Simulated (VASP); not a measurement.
# Cu (I4/mmm) in VASP: a series of runs

Cu is run at these levels: RPBE, revPBE, r2SCAN, PBE, LDA; tasks: single point, relaxation of cell and atoms.

Program: VASP 6.6.1. These are calculated values, not measurements. Logs are shortened: lines on timing, memory, paths and dates and some standing lists are left out, and cuts for length are marked.

### Step 1. The cell of the first run

The structure is tetragonal, space group I4/mmm (No. 139). The conventional cell has a = 2.986 Å, b = 2.986 Å, c = 2.795 Å, α = 90.00°, β = 90.00°, γ = 90.00°. Within 3.3 Å of Cu (site symmetry 4/mmm) lie 14 Cu at 2.53 to 2.99 Å.

### Step 2. Single point, RPBE

INCAR reads:

```
SYSTEM = Cu
PREC     = Accurate       ! precision mode
ENCUT    = 520            ! plane-wave cutoff, eV
EDIFF    = 1E-6           ! SCF threshold, eV
ISMEAR   = -1             ! smearing method
SIGMA    = 0.05           ! smearing width, eV
LREAL    = .False.        ! projectors in reciprocal space
LASPH    = .True.         ! aspherical terms in the spheres
NELM     = 100            ! most SCF steps
ALGO     = Fast           ! electronic algorithm
ISIF     = 2              ! what is computed and relaxed
LWAVE    = .False.        ! write WAVECAR
LCHARG   = .False.        ! write CHGCAR
GGA      = RP             ! functional
NBANDS   = 12             ! bands
```

KPOINTS reads:

```
regular mesh
0
Gamma
  13 13 13
  0 0 0
```

POSCAR reads:

```
Cu
1.0
   -1.4932049727      1.4932049727      1.3973275176
    1.4932049727     -1.4932049727      1.3973275176
    1.4932049727      1.4932049727     -1.3973275176
Cu
1
Direct
    0.0000000000      0.0000000000      0.0000000000
```

Potentials or basis: VASP PAW PBE potentials, release 64 (Cu).

The run is started by

```bash
$ cat potpaw_PBE.64/Cu/POTCAR > POTCAR
$ mpirun -np 1 vasp_std > vasp.out
```

OUTCAR:

```text
SYSTEM = Cu
   PREC = Accurate
   ENCUT = 520
   EDIFF = 1E-6
   ISMEAR = -1
   LREAL = .False.
   LASPH = .True.
   NELM = 100
   ISIF = 2
   GGA = RP

 ion  position               nearest neighbor table
   1  0.000  0.000  0.000-

  LATTYP: Found a body centered tetragonal cell.
 ALAT       =     2.9864099454
 C/A-ratio  =     0.9357908279

  Lattice vectors:

 A1 = (  -1.4932049727,   1.4932049727,   1.3973275176)
 A2 = (   1.4932049727,  -1.4932049727,   1.3973275176)
 A3 = (   1.4932049727,   1.4932049727,  -1.3973275176)

Analysis of symmetry for initial positions (statically):
=====================================================================
 Subroutine PRICEL returns:
 Original cell was already a primitive cell.

 Routine SETGRP: Setting up the symmetry group for a
 body centered tetragonal supercell.

 Subroutine GETGRP returns: Found 16 space group operations
 (whereof 16 operations were pure point group operations)
 out of a pool of 16 trial point group operations.

The static configuration has the point symmetry D_4h.

Analysis of symmetry for dynamics (positions and initial velocities):
=====================================================================
 Subroutine PRICEL returns:
 Original cell was already a primitive cell.

 Routine SETGRP: Setting up the symmetry group for a
 body centered tetragonal supercell.

 Subroutine GETGRP returns: Found 16 space group operations
 (whereof 16 operations were pure point group operations)
 out of a pool of 16 trial point group operations.

The dynamic configuration has the point symmetry D_4h.

 Subroutine INISYM returns: Found 16 space group operations
 (whereof 16 operations are pure point group operations),
 and found     1 'primitive' translations

----------------------------------------------------------------------------------------

                                     Primitive cell

  volume of cell :      12.4623

  direct lattice vectors                    reciprocal lattice vectors
    -1.493204973  1.493204973  1.397327518     0.000000000  0.334850211  0.357825917
     1.493204973 -1.493204973  1.397327518     0.334850211  0.000000000  0.357825917
     1.493204973  1.493204973 -1.397327518     0.334850211  0.334850211  0.000000000

  length of vectors
     2.532162391  2.532162391  2.532162391     0.490065353  0.490065353  0.473549710

  position of ions in fractional coordinates (direct lattice)
     0.000000000  0.000000000  0.000000000

  ion indices of the primitive-cell ions
   primitive index   ion index
                 1           1

----------------------------------------------------------------------------------------

 KPOINTS: regular mesh

Automatic generation of k-mesh.
 Grid dimensions read from file:
 generate k-points for:   13   13   13

 Generating k-lattice:

  Cartesian coordinates                     Fractional coordinates (reciprocal lattice)
     0.000000000  0.025757709  0.027525071     0.076923077  0.000000000 -0.000000000
     0.025757709  0.000000000  0.027525071     0.000000000  0.076923077 -0.000000000
     0.025757709  0.025757709  0.000000000     0.000000000  0.000000000  0.076923077

  Length of vectors
     0.037697335  0.037697335  0.036426901

  Shift w.r.t. Gamma in fractional coordinates (k-lattice)
     0.000000000  0.000000000  0.000000000

 Subroutine IBZKPT returns following result:
 ===========================================

 Found    196 irreducible k-points:

 Following reciprocal coordinates:
            Coordinates               Weight
  0.000000  0.000000  0.000000      1.000000
  0.076923  0.000000  0.000000      8.000000
  0.153846  0.000000  0.000000      8.000000
  0.230769 -0.000000  0.000000      8.000000
  0.307692  0.000000  0.000000      8.000000
  0.384615 -0.000000  0.000000      8.000000
[... 16 lines left out ...]
  0.384615  0.153846 -0.000000     16.000000
  0.461538  0.153846  0.000000     16.000000
 [... further k-points ...]
   k-points           NKPTS =    196   k-points in BZ     NKDIM =    196   number of bands    NBANDS=     12
   number of dos      NEDOS =    301   number of ions     NIONS =      1
   total plane-waves  NPLWV =   8000
   dimension x,y,z NGX =    20 NGY =   20 NGZ =   20
   dimension x,y,z NGXF=    40 NGYF=   40 NGZF=   40
   ions per type =               1
   NGX,Y,Z   is equivalent  to a cutoff of  13.13, 13.13, 13.13 a.u.
   NGXF,Y,Z  is equivalent  to a cutoff of  26.26, 26.26, 26.26 a.u.
 SYSTEM =  Cu
   PREC   = accura    normal or accurate (medium, high low for compatibility)
   ISTART =      0    job   : 0-new  1-cont  2-samecut
   ICHARG =      2    charge: 1-file 2-atom 10-const
   ISPIN  =      1    spin polarized calculation?
   LNONCOLLINEAR =      F non collinear calculations
   LSORBIT =      F    spin-orbit coupling
   LASPH  =      T    aspherical Exc in radial PAW
   ENCUT  =  520.0 eV  38.22 Ry    6.18 a.u.   4.71  4.71  4.71*2*pi/ulx,y,z
   NELM   =    100;   NELMIN=  2; NELMDL= -5     # of ELM steps
   EDIFF  = 0.1E-05   stopping-criterion for ELM
   LREAL  =      F    real-space projection
   EDIFFG = 0.1E-04   stopping-criterion for IOM
   NSW    =      0    number of steps for IOM
   IBRION =     -1    ionic relax: 0-MD 1-quasi-New 2-CG
   NFREE  =      0    steps in history (QN), initial steepest desc. (CG)
   ISIF   =      2    stress and relaxation
   ISYM   =      2    0-nonsym 1-usesym 2-fastsym
   POTIM  = 0.5000    time-step for ionic-motion
   TEBEG  =    0.0;   TEEND  =   0.0 temperature during run
   PSTRESS=    0.0 pullay stress
   NELECT =      11.0000    total number of electrons
   NUPDOWN=      -1.0000    fix difference up-down
   EMIN   =  10.00;   EMAX   =-10.00  energy-range for DOS
   EFERMI =   0.00;   METHOD = LEGACY
   ISMEAR =    -1;   SIGMA  =   0.05  broadening in eV -4-tet -1-fermi 0-gaus
   EFERMI_NEDOS =   21; number of points for ismear=-14 and -15
   IALGO  =     68    algorithm
   IMIX   =      4    mixing-type and parameters
     AMIX     =   0.40;   BMIX     =  1.00
     AMIX_MAG =   1.60;   BMIX_MAG =  1.00
  volume/ion in A,a.u.               =      12.46        84.10
  Fermi-wavevector in a.u.,A,eV,Ry     =   1.570387  2.967601 33.553538  2.466116
  Thomas-Fermi vector in A             =   2.672128
   LORBIT       =      0    0 simple, 1 ext, 2 COOP (PROOUT), +10 PAW based schemes
   GGA     = RP    functional components
   LHFCALC =     F    Hartree Fock is set to
   AEXX    =    0.0000 exact exchange contribution
   IVDW    =     0    specifies the selected vdW correction
   LEPSILON=     F    determine dielectric tensor
   LRPA    =     F    only Hartree local field effects (RPA)
 non-spin polarized calculation
 RMM-DIIS sequential band-by-band and
  energy-cutoff  :      520.00
  volume of cell :       12.46
 maximum number of plane-waves:       353
   NGX =  9   NGY =  9   NGZ =  9

 number of electron      11.0000000 magnetization

 Free energy of the ion-electron system (eV)
  ---------------------------------------------------
  ext. energy  EPLUGINS =         0.00000000
  ---------------------------------------------------
  free energy    TOTEN  =        -3.22786708 eV

  energy without entropy =       -3.22517971  energy(sigma->0) =       -3.22652339

 E-fermi :   7.0405     XC(G=0): -12.2787

 val. band max:        7.0399457952   @ k =  -0.3077   0.3846   0.2308
 cond. band min:       7.0450692719   @ k =  -0.0769   0.4615   0.0769
 fundamental gap:      0.0051234766
 Fermi energy:         7.0405093207

 k-point     1 :       0.0000    0.0000    0.0000
  band No.  band energies     occupation
      1      -1.8391      2.00000
      2       4.0220      2.00000
      3       4.2644      2.00000
      4       4.2644      2.00000
      5       4.9537      2.00000
      6       5.2105      2.00000
      7      30.8034      0.00000
      8      30.8034      0.00000
      9      32.6207      0.00000
     10      34.3190      0.00000
     11      34.3191      0.00000
     12      34.5373      0.00000

 k-point     2 :       0.0769    0.0000    0.0000
  band No.  band energies     occupation
      1      -1.6145      2.00000
      2       4.0337      2.00000
      3       4.2570      2.00000
      4       4.2912      2.00000
      5       4.9586      2.00000
      6       5.1802      2.00000
      7      29.5166      0.00000
      8      30.1052      0.00000
      9      30.6026      0.00000
     10      32.3637      0.00000
     11      33.0162      0.00000
     12      33.9019      0.00000

 k-point     3 :       0.1538    0.0000    0.0000
  band No.  band energies     occupation
      1      -0.9556      2.00000
      2       3.9675      2.00000
      3       4.2192      2.00000
      4       4.4717      2.00000
      5       4.9783      2.00000
      6       5.1241      2.00000
      7      25.7198      0.00000
      8      28.4747      0.00000
      9      28.7374      0.00000
     10      30.2862      0.00000
     11      31.7816      0.00000
     12      34.4345      0.00000
[... 286 lines left out ...]
 k-point    23 :       0.3846    0.1538   -0.0000
  band No.  band energies     occupation
      1       2.7123      2.00000
      2       3.4965      2.00000
      3       4.5435      2.00000
      4       5.0677      2.00000
      5       5.4459      2.00000
      6       8.1371      0.00000
      7      12.0806      0.00000
      8      18.7112      0.00000
      9      23.3609      0.00000
     10      29.5971      0.00000
     11      34.6322      0.00000
     12      36.4440      0.00000

 k-point    24 :       0.4615    0.1538    0.0000
  band No.  band energies     occupation
      1       2.7072      2.00000
      2       3.5033      2.00000
      3       4.5390      2.00000
      4       5.0777      2.00000
      5       5.3846      2.00000
      6       7.9773      0.00000
      7      12.3437      0.00000
      8      18.5585      0.00000
      9      23.5396      0.00000
     10      29.5322      0.00000
     11      34.9465      0.00000
     12      37.6732      0.00000

 [... further k-points ...]

------------------------ aborting loop because EDIFF is reached ----------------------------------------

  FORCE on cell =-STRESS in cart. coord.  units (eV):
  Direction    XX          YY          ZZ          XY          YZ          ZX
  --------------------------------------------------------------------------------------
  -------------------------------------------------------------------------------------
  Total        0.0465805      0.0465805      0.0495832      0.0000000      0.0000000      0.0000000
  in kB        5.9884906      5.9884906      6.3745312      0.0000000      0.0000000      0.0000000
  external PRESSURE =       6.1171708 kB  Pullay stress =       0.0000000 kB

 VOLUME and BASIS-vectors are now :
 -----------------------------------------------------------------------------
  energy-cutoff  :      520.00
  volume of cell :       12.46
      direct lattice vectors                 reciprocal lattice vectors
    -1.493204973  1.493204973  1.397327518     0.000000000  0.334850211  0.357825917
     1.493204973 -1.493204973  1.397327518     0.334850211  0.000000000  0.357825917
     1.493204973  1.493204973 -1.397327518     0.334850211  0.334850211  0.000000000

 POSITION                                       TOTAL-FORCE (eV/Angst)
 -----------------------------------------------------------------------------------
      0.00000      0.00000      0.00000        -0.000000      0.000000     -0.000000
 -----------------------------------------------------------------------------------
    total drift:                               -0.000000     -0.000000      0.000000

  FREE ENERGIE OF THE ION-ELECTRON SYSTEM (eV)
  ---------------------------------------------------
  free  energy   TOTEN  =        -3.2278670760 eV

  energy  without entropy=       -3.2251797082  energy(sigma->0) =       -3.22652339
```

Wall time 19 s (1 thread of AMD EPYC 9R45 (Zen 5), shared host); peak memory 0.11 GiB.

Results:

| Quantity | Value |
| --- | --- |
| Free energy | -3.2279 eV |
| Pressure | 0.6 GPa |

Caveat: the PAW data sets were made with another functional, which shifts forces and pressure a little.

### Step 3. Single point, revPBE

This run uses another cell than the first one, of 12.34 Å³/atom, 0.990 times its volume.

INCAR reads:

```
SYSTEM = Cu
PREC = Accurate
ENCUT = 520
EDIFF = 1E-7
ISMEAR = -1
SIGMA = 0.05
LREAL = .FALSE.
LASPH = .TRUE.
NELM = 100
ALGO = Normal
ISIF = 2
LWAVE = .FALSE.
LCHARG = .FALSE.
GGA = RE
NBANDS = 12
```

KPOINTS reads:

```
regular mesh
0
G
  13 13 13
  0 0 0
```

POSCAR reads:

```
Cu
1.0
   -1.4876334152      1.4876334152      1.3934522693
    1.4876334152     -1.4876334152      1.3934522693
    1.4876334152      1.4876334152     -1.3934522693
Cu
1
Direct
    0.0000000000      0.0000000000      0.0000000000
```

Potentials or basis: VASP PAW PBE potentials, release 64 (Cu).

The run is started by

```bash
$ cat potpaw_PBE.64/Cu/POTCAR > POTCAR
$ mpirun -np 1 vasp_std > vasp.out
```

Run time: 16 s. Hardware: 1 thread of AMD EPYC 9R45 (Zen 5), shared host; peak memory 0.11 GiB.

It converged, with:

| Property | Result |
| --- | --- |
| Free energy | -3.3234 eV |
| Pressure | 0.6 GPa |

Levels at points of the mesh, in eV from the Fermi level:
```
           k point  band 2  band 3  band 4  band 5  band 6  band 7  band 8  band 9  band 10  band 11
(0.00, 0.00, 0.00)   -3.05   -2.81   -2.81   -2.10   -1.84   23.90   23.90   25.69    27.47    27.47
```

Caveat: the PAW data sets were made with another functional, which shifts forces and pressure a little.

### Step 4. Single point, r2SCAN

This run uses another cell than the first one, of 11.46 Å³/atom, 0.919 times its volume.

POSCAR reads:

```
Cu
1.0
   -1.4427933200      1.4427933200      1.3760814500
    1.4427933200     -1.4427933200      1.3760814500
    1.4427933200      1.4427933200     -1.3760814500
Cu
1
Direct
    0.0000000000      0.0000000000      0.0000000000
```

INCAR.step1 reads:

```
PREC = Accurate
ENCUT = 520
ISMEAR = -1
SIGMA = 0.05
LREAL = F
LASPH = T
NELM = 60
NBANDS = 12
GGA = PE
ALGO = Normal
EDIFF = 1E-4
LWAVE = T
LCHARG = F
```

INCAR.step2 reads:

```
PREC = Accurate
ENCUT = 520
EDIFF = 1E-6
ISMEAR = -1
SIGMA = 0.05
LREAL = F
LASPH = T
NELM = 60
ALGO = Normal
ISIF = 2
LWAVE = F
LCHARG = T
METAGGA = R2SCAN
LMIXTAU = T
LELF = T
LVHAR = T
NBANDS = 12
ISTART = 1
```

KPOINTS reads:

```
Automatic mesh
0
Gamma
  13 13 13
```

The run is started by

```bash
$ cat potpaw_PBE.64/Cu/POTCAR > POTCAR
$ cp INCAR.step1 INCAR
$ mpirun -np 1 vasp_std > vasp.out
$ cp INCAR.step2 INCAR
$ mpirun -np 1 vasp_std > vasp.out
```

It took 60 s on 1 thread of AMD EPYC 9R45 (Zen 5), shared host; peak memory 0.11 GiB.

Results (log left out):

```yaml
Free_energy: -10.7969 eV
Pressure: 1.0 GPa
```

Levels at points of the mesh, in eV from the Fermi level:
| k point | band 3 | band 4 | band 5 | band 6 | band 7 | band 8 | band 9 | band 10 |
| --- | --- | --- | --- | --- | --- | --- | --- | --- |
| (0.00, 0.00, 0.00) | -3.19 | -3.19 | -2.31 | -2.11 | 25.90 | 25.90 | 27.21 | 30.19 |

Caveat: the PAW data sets were made with another functional, which shifts forces and pressure a little.

### Step 5. Relaxation of cell and atoms, PBE

This run uses another cell than the first one, of 11.46 Å³/atom, 0.919 times its volume.

INCAR reads:

```
ALGO = Normal
EDIFF = 1E-7
EDIFFG = -0.01
ENCUT = 600
GGA = PE
IBRION = 2
ISIF = 3
ISMEAR = -1
LASPH = T
LCHARG = F
LREAL = F
LWAVE = F
NELM = 60
NSW = 60
PREC = Accurate
SIGMA = 0.05
```

KPOINTS reads:

```
k-points
0
Gamma
  13 13 13
```

POSCAR is that of step 4.

The run is started by

```bash
$ cat potpaw_PBE.64/Cu/POTCAR > POTCAR
$ mpirun -np 1 vasp_std > vasp.out
```

Wall time 68 s (1 thread of AMD EPYC 9R45 (Zen 5), shared host); peak memory 0.12 GiB.

The run converged. Its results:

* Free energy: -3.6986 eV
* Relaxed volume: 12.07 Å³/atom
* Relaxed cell: a = 2.505 Å, b = 2.505 Å, c = 2.505 Å, α = 107.82°, β = 107.82°, γ = 112.83°
* Space group after relaxing (to 0.05 Å): I4/mmm (No. 139)
* Energy gained by relaxing: 14.5 meV/atom
* Ionic steps: 9
* Pressure after relaxing: 0.0 GPa

Step by step:
| step | energy change (eV) | largest force (eV/Å) | pressure (GPa) | volume (Å³) |
| --- | --- | --- | --- | --- |
| 1 | 0.0000 | 0.0000 | 7.95 | 11.46 |
| 2 | -0.0101 | 0.0000 | -3.65 | 12.43 |
| 3 | -0.0143 | 0.0000 | 0.03 | 12.07 |
| 4 | -0.0143 | 0.0000 | -0.10 | 12.08 |
| 5 | -0.0143 | 0.0000 | -0.12 | 12.08 |
| 6 | -0.0144 | 0.0000 | -0.16 | 12.08 |
| 7 | -0.0145 | 0.0000 | -0.13 | 12.09 |
| 8 | -0.0145 | 0.0000 | 0.35 | 12.04 |
| 9 | -0.0145 | 0.0000 | 0.02 | 12.07 |

Final structure:
```cif
data_structure
_symmetry_space_group_name_H-M 'P 1'
_symmetry_Int_Tables_number 1
_cell_length_a 2.5053
_cell_length_b 2.5053
_cell_length_c 2.5053
_cell_angle_alpha 107.819
_cell_angle_beta 107.819
_cell_angle_gamma 112.829
_cell_volume 12.07
loop_
_atom_site_label
_atom_site_type_symbol
_atom_site_fract_x
_atom_site_fract_y
_atom_site_fract_z
_atom_site_occupancy
Cu1 Cu 0.00000 0.00000 0.00000 1
```

Levels at points of the mesh, in eV from the Fermi level:
```tsv
k point	band 2	band 3	band 4	band 5	band 6	band 7	band 8	band 9
(0.00, 0.00, 0.00)	-3.12	-2.88	-2.88	-2.13	-1.88	24.18	24.18	25.90
```

### Step 6. Relaxation of cell and atoms, LDA

This run uses another cell than the first one, of 11.46 Å³/atom, 0.919 times its volume.

INCAR reads:

```
ALGO = Normal
EDIFF = 1E-6
EDIFFG = -0.01
ENCUT = 600
IBRION = 2
ISIF = 3
ISMEAR = -1
LASPH = True
LCHARG = False
LREAL = False
LWAVE = False
NELM = 100
NSW = 60
PREC = Accurate
SIGMA = 0.05
```

KPOINTS is that of step 5.

POSCAR is that of step 5.

Potentials or basis: VASP PAW LDA potentials, release 64 (Cu).

The run is started by

```bash
$ cat potpaw_LDA.64/Cu/POTCAR > POTCAR
$ mpirun -np 1 vasp_std > vasp.out
```

It took 26 s on 1 thread of AMD EPYC 9R45 (Zen 5), shared host; peak memory 0.11 GiB.

The run converged. Its results:

```
Free energy                            : -4.6741 eV
Relaxed volume                         : 10.99 Å³/atom
Relaxed cell                           : a = 2.427 Å, b = 2.427 Å, c = 2.427 Å, α = 108.20°, β = 108.20°, γ = 112.05°
Space group after relaxing (to 0.05 Å) : I4/mmm (No. 139)
Energy gained by relaxing              : 10.6 meV/atom
Ionic steps                            : 3
Pressure after relaxing                : 0.0 GPa
```

The path:
```csv
step,energy change (eV),largest force (eV/Å),pressure (GPa),volume (Å³)
1,0.0000,0.0000,-6.90,11.46
2,-0.0049,0.0000,5.86,10.66
3,-0.0106,0.0000,0.00,10.99
```

Final structure:
```
Cu
1.0
    -1.42305    1.42305    1.35619
     1.42305   -1.42305    1.35619
     1.42305    1.42305   -1.35619
Cu
1
Direct
  0.00000 0.00000 0.00000
```

Levels at points of the mesh, in eV from the Fermi level:
| k point | band 3 | band 4 | band 5 | band 6 | band 7 | band 8 | band 9 |
| --- | --- | --- | --- | --- | --- | --- | --- |
| (0.00, 0.00, 0.00) | -3.25 | -3.25 | -2.31 | -2.08 | 25.39 | 25.39 | 26.68 |

### Step 7. Summary

| task | level | potentials or basis | cell | cutoff (eV) | gap on the mesh (eV) | pressure (GPa) | relaxed volume (Å³/atom) |
| --- | --- | --- | --- | --- | --- | --- | --- |
| single point | RPBE | VASP PAW PBE potentials, release 64 (Cu) | a = 2.532 Å, angles 107.7, 107.7, 113.0°, 1 atom | 520 | none | 0.6 | - |
| single point | revPBE | VASP PAW PBE potentials, release 64 (Cu) | a = 2.523 Å, angles 107.8, 107.8, 113.0°, 1 atom | 520 | none | 0.6 | - |
| single point | r2SCAN | VASP PAW PBE potentials, release 64 (Cu) | a = 2.461 Å, angles 108.2, 108.2, 112.0°, 1 atom | 520 | none | 1.0 | - |
| relaxation of cell and atoms | PBE | VASP PAW PBE potentials, release 64 (Cu) | relaxed from a = 2.461 Å, angles 108.2, 108.2, 112.0°, 1 atom | 600 | none | 0.0 | 12.07 |
| relaxation of cell and atoms | LDA | VASP PAW LDA potentials, release 64 (Cu) | relaxed from a = 2.461 Å, angles 108.2, 108.2, 112.0°, 1 atom | 600 | none | 0.0 | 10.99 |

Alike in all rows: no spin polarisation; k mesh 13 × 13 × 13; smearing fermi-dirac 0.05 eV.

Caveats: the PAW data sets were made with another functional, which shifts forces and pressure a little (some runs).

Total energies depend on the potentials used, so only differences within one code and one set of settings carry meaning.
